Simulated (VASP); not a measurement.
A run of VASP 6.6.1 is set up as follows.

Contents of INCAR:

```
  ALGO = Normal
  EDIFF = 1E-6
  ENCUT = 600
  GGA = PS
  GGA_COMPAT = F
  ISIF = 2
  ISMEAR = -1
  LASPH = T
  LCHARG = T
  LELF = T
  LREAL = F
  LVHAR = T
  LWAVE = F
  NBANDS = 26
  NELM = 120
  PREC = Accurate
  SIGMA = 0.03
```

The input KPOINTS:

```
k-points
0
Gamma
  9 9 4
```

POSCAR

```
ZnO
1.0
    1.6151737002     -2.7969336054      0.0000000000
    1.6151737002      2.7969336054      0.0000000000
    0.0000000000      0.0000000000      5.2142265115
Zn O
2 2
Direct
    0.8333207726      0.1666792274      0.9980260830
    0.1666792274      0.8333207726      0.4980260830
    0.1666924815      0.8333075185      0.8769739170
    0.8333075185      0.1666924815      0.3769739170
```

Potentials or basis: VASP PAW PBE potentials, release 64 (Zn, O).

Run with:

```bash
$ cat potpaw_PBE.64/Zn/POTCAR potpaw_PBE.64/O/POTCAR > POTCAR
$ mpirun -np 1 vasp_std > vasp.out
```

What does it give for the pressure?

0.5 GPa.

Predict the band gap on the k mesh.

0.69 eV.

Caveat: semilocal functionals underestimate gaps, and a narrow one can read as zero; the PAW data sets were made with another functional, which shifts forces and pressure a little.
